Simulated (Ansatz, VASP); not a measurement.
**Two plane-wave programs on Mo**

```
CELL_PARAMETERS angstrom
-1.28527 1.75934 1.69605
1.28527 -1.75934 1.69605
1.28527 1.75934 -1.69605
ATOMIC_POSITIONS crystal
Mo 0.00000 0.00000 0.00000
```

Change from the starting cell: strain +e along x and -e along y -0.1500, strain +e along z and -e/2 along x and y +0.0733.

Alike in both runs: task single point; functional PBE; k mesh 20 × 20 × 20; occupations gaussian, width 0.15 eV; no spin polarisation.

|  | VASP | Ansatz |
| --- | --- | --- |
| version | VASP 6.6.1 | Ansatz 0.2.0 |
| potentials or method | VASP PAW PBE potentials, release 64 (Mo_sv), cutoff 520 eV | scalar-relativistic, plane waves, PAW |
| valence electrons in the cell | 14 | 14 |

|  | VASP | Ansatz | Ansatz less VASP |
| --- | --- | --- | --- |
| gap on the k mesh at the Fermi level (eV) | none | none | - |
| pressure (GPa) | 18.4 | 17.8 | -0.55 |
| traceless stress, the component that is largest in VASP (GPa) | 20.34 | 20.22 | -0.119 |

A gap of «none» marks a metal or a gap that the smearing closes.
